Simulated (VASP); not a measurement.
Runs of VASP 6.6.1 on Ge. The structure is that of space group Imma (No. 74), or close to it. The cells are those of the table. 

```csv
level,cell,cutoff (eV),smearing,gap on the mesh (eV),pressure (GPa),largest force (eV/Å)
PBE,"a = 3.914 Å, angles 100.8, 94.7, 136.9°, 2 atoms",500,gaussian 0.019 eV,none,0.9,0.06
PBE,"a = 3.914 Å, angles 100.8, 94.7, 136.9°, 2 atoms",500,gaussian 0.018 eV,none,0.9,0.06
r2SCAN,"a = 3.914 Å, angles 100.8, 94.7, 136.9°, 2 atoms",520,fermi-dirac 0.05 eV,none,-1.5,0.09
PBE,"a = 3.914 Å, angles 100.8, 94.7, 136.9°, 2 atoms",500,gaussian 0.014 eV,none,0.9,0.06
PBE,"a = 3.914 Å, angles 100.8, 94.7, 136.9°, 2 atoms",500,gaussian 0.015 eV,none,0.9,0.06
PBE,"a = 3.914 Å, angles 100.8, 94.7, 136.9°, 2 atoms",500,gaussian 0.016 eV,none,0.9,0.06
PBEsol,"a = 3.991 Å, angles 100.8, 94.7, 136.9°, 2 atoms",520,fermi-dirac 0.05 eV,none,(b),0.06
PBE,"a = 3.914 Å, angles 100.8, 94.7, 136.9°, 2 atoms",500,gaussian 0.013 eV,none,0.9,0.06
PBE,"a = 3.914 Å, angles 100.8, 94.7, 136.9°, 2 atoms",500,gaussian 0.017 eV,none,0.9,0.06
r2SCAN,"a = 3.888 Å, angles 100.8, 94.7, 136.9°, 2 atoms",520,fermi-dirac 0.05 eV,none,(a),0.09
r2SCAN,"a = 3.861 Å, angles 100.8, 94.7, 136.9°, 2 atoms",520,fermi-dirac 0.05 eV,none,1.7,0.08
r2SCAN,"a = 3.834 Å, angles 100.8, 94.7, 136.9°, 2 atoms",520,fermi-dirac 0.05 eV,none,3.6,0.08
```

Alike in all rows: task single point; potentials or basis VASP PAW PBE potentials, release 64 (Ge_d); no spin polarisation; k mesh 11 × 11 × 11.

Problem. Estimate the missing entries.

Solution. (a) 0.0; (b) -5.9.

Caveats: the PAW data sets were made with another functional, which shifts forces and pressure a little (at least some runs); the cell stands under tension (at least some runs); the cell stands under pressure (at least some runs).

A k mesh can miss the band edges, and the runs leave out spin-orbit coupling on Ge.

A gap of «none» marks levels without a gap at the run's occupations.
